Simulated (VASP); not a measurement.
SnS2:

```
CELL_PARAMETERS angstrom
3.67431 0.00000 0.00000
-1.83715 3.18204 0.00000
0.00000 0.00000 6.22883
ATOMIC_POSITIONS crystal
Sn 0.00000 0.00000 0.00000
S 0.33333 0.66667 0.23465
S 0.66667 0.33333 0.76535
```

* Program: VASP 6.6.1
* Task: relaxation of cell and atoms
* Functional: PBE
* Potentials or basis: VASP PAW PBE potentials, release 64 (Sn_d, S)
* Cutoff: 500 eV
* k mesh: 9 × 9 × 6
* Occupations: gaussian, width 0.02 eV
* Spin: no spin polarisation

At the start: pressure 2.0 GPa; volume 24.28 Å³/atom.

Problem. Where does the relaxation end?

Solution. Over 17 steps the energy falls by 7.2 meV/atom and the volume is 26.87 Å³/atom (+10.7 %); space group P-3m1 (No. 164, to 0.05 Å).

Step by step:
| step | energy change (eV) | largest force (eV/Å) | pressure (GPa) | volume (Å³) |
| --- | --- | --- | --- | --- |
| 1 | 0.0000 | 0.2361 | 2.04 | 72.83 |
| 2 | -0.0035 | 0.2964 | -1.46 | 76.12 |
| 3 | -0.0123 | 0.0608 | 0.06 | 74.58 |
| 4 | -0.0127 | 0.0571 | 0.05 | 74.70 |
| 5 | -0.0139 | 0.0452 | 0.04 | 75.08 |
| 6 | -0.0159 | 0.0207 | 0.01 | 75.82 |
| 7 | -0.0181 | 0.0314 | 0.00 | 77.32 |
| 8 | -0.0171 | 0.1497 | 0.11 | 80.33 |
| 9 | -0.0184 | 0.0943 | 0.07 | 78.74 |
| 10 | -0.0187 | 0.0842 | 0.04 | 78.89 |
| 11 | -0.0197 | 0.0544 | -0.05 | 79.33 |
| 12 | -0.0208 | 0.0046 | -0.22 | 80.20 |
| 13 | -0.0201 | 0.1176 | -0.52 | 81.93 |
| 14 | -0.0210 | 0.0336 | -0.29 | 80.69 |
| 15 | -0.0215 | 0.0154 | -0.10 | 80.65 |
| 16 | -0.0215 | 0.0052 | 0.00 | 80.62 |
| 17 | -0.0215 | 0.0040 | 0.02 | 80.62 |

Final structure:
```cif
data_structure
_symmetry_space_group_name_H-M 'P 1'
_symmetry_Int_Tables_number 1
_cell_length_a 3.6996
_cell_length_b 3.6996
_cell_length_c 6.8011
_cell_angle_alpha 90.000
_cell_angle_beta 90.000
_cell_angle_gamma 120.000
_cell_volume 80.62
loop_
_atom_site_label
_atom_site_type_symbol
_atom_site_fract_x
_atom_site_fract_y
_atom_site_fract_z
_atom_site_occupancy
Sn1 Sn 0.00000 0.00000 0.00000 1
S1 S 0.33333 0.66667 0.21742 1
S2 S 0.66667 0.33333 0.78258 1
```

Caveat: this functional lacks dispersion, which binds the layers, so the pressure and a relaxed spacing across them are unreliable.
